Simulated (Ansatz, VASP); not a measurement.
# One calculation of Re, two programs

```
CELL_PARAMETERS angstrom
0.00000 2.01374 2.01374
2.01374 0.00000 2.01374
2.01374 2.01374 0.00000
ATOMIC_POSITIONS crystal
Re 0.00000 0.00000 0.00000
```

Change from the starting cell: volume scaled by 1.06, crystal datasets.

Alike in both runs: task electric field gradients; functional LDA; k mesh 14 × 14 × 14; occupations fermi-dirac, width 0.03 eV; no spin polarisation.

|  | VASP | Ansatz |
| --- | --- | --- |
| version | VASP 6.6.1 | Ansatz 0.2.0 |
| potentials or method | VASP PAW LDA potentials, release 64 (Re), cutoff 520 eV | all-electron PAW with datasets made for the crystal, scalar-relativistic |

```csv
,VASP,Ansatz,Ansatz less VASP
pressure (GPa),-38.3,-38.4,-0.16
```

LDA's correlation is that of Perdew and Zunger in VASP and of Perdew and Wang (1992) in Ansatz. Both programs put the cell under strong tension, so it lies far from rest at this level. Ansatz ran all-electron here, and VASP with PAW potentials.

Spin-orbit coupling is off throughout. Noted on VASP's run: the cell as given lies far from equilibrium.
